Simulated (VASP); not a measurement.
A run of VASP 6.6.1 is set up as follows.

The input INCAR:

```
PREC = Accurate ; ENCUT = 520
EDIFF = 1E-6 ; ISMEAR = 0
SIGMA = 0.2 ; LREAL = F
LASPH = T ; NELM = 60
ALGO = Fast ; ISIF = 2
LWAVE = F ; LCHARG = T
GGA = PE ; LELF = T
LVHAR = T ; NBANDS = 36
```

Contents of KPOINTS:

```
Automatic mesh
0
Gamma
  4 4 2
```

File POSCAR:

```
K3RuW
1.0
    4.1626216394     -0.0000000026      0.0000000000
   -2.0813108174      3.6049360874      0.0000000000
    0.0000000000      0.0000000000     13.7779278138
K Ru W
3 1 1
Direct
    0.3333333333      0.6666666667      0.1956671194
    0.3333333333      0.6666666667      0.8043328806
    0.6666666667      0.3333333333      0.5000000000
    0.6666666667      0.3333333333      0.0000000000
    0.0000000000      0.0000000000      0.0000000000
```

Potentials or basis: VASP PAW PBE potentials, release 64 (K_sv, Ru_pv, W_sv).

The run is started by

```console
$ cat potpaw_PBE.64/K_sv/POTCAR potpaw_PBE.64/Ru_pv/POTCAR potpaw_PBE.64/W_sv/POTCAR > POTCAR
$ mpirun -np 1 vasp_std > vasp.out
```

Question: What does it give for the pressure?

Answer: 0.2 GPa.

Question: Predict the band gap on the k mesh.

Answer: Zero (an odd number of electrons rules out a gap without spin polarisation).

Stress tensor (GPa, compression positive):
```
0.09 0.00 0.00
0.00 0.09 0.00
0.00 0.00 0.40
```

Caveat: the k points lie up to 0.44 Å⁻¹ apart, too coarse for converged energies and pressures of a metal; spin-orbit coupling is left out, which moves the levels of the heavy elements.
